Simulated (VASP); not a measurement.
Input of a VASP 6.6.1 run:

Contents of INCAR:

```
SYSTEM = Ag
PREC = Accurate ; ENCUT = 520
EDIFF = 1E-6 ; ISMEAR = -1
SIGMA = 0.05 ; LREAL = .FALSE.
LASPH = .TRUE. ; NELM = 80
ALGO = Normal ; ISIF = 2
LWAVE = .FALSE. ; LCHARG = .FALSE.
GGA = B5 ; ALDAX = 1.0
AGGAX = 1.0 ; AGGAC = 1.0
ALDAC = 0.0 ; IVDW = 12
VDW_S6 = 1.0 ; VDW_S8 = 2.6996
VDW_A1 = 0.4298 ; VDW_A2 = 4.2359
NBANDS = 12
```

File KPOINTS:

```
Automatic mesh
0
G
  11 11 11
  0 0 0
```

The input POSCAR:

```
Ag
1.0
    0.0000000000      2.0562785400      2.0562785400
    2.0562785400      0.0000000000      2.0562785400
    2.0562785400      2.0562785400      0.0000000000
Ag
1
Direct
    0.0000000000      0.0000000000      0.0000000000
```

Potentials or basis: VASP PAW PBE potentials, release 64 (Ag).

The run is started by

```sh
$ cat potpaw_PBE.64/Ag/POTCAR > POTCAR
$ mpirun -np 1 vasp_std > vasp.out
```

(1) What does it give for the dispersion energy per atom?

(2) What does it give for the pressure?

## Answers

(1) -1.317 eV.

(2) -2.8 GPa.

Caveat: the PAW data sets were made with another functional, which shifts forces and pressure a little; pairwise dispersion overbinds metals, which lowers pressure and volume.
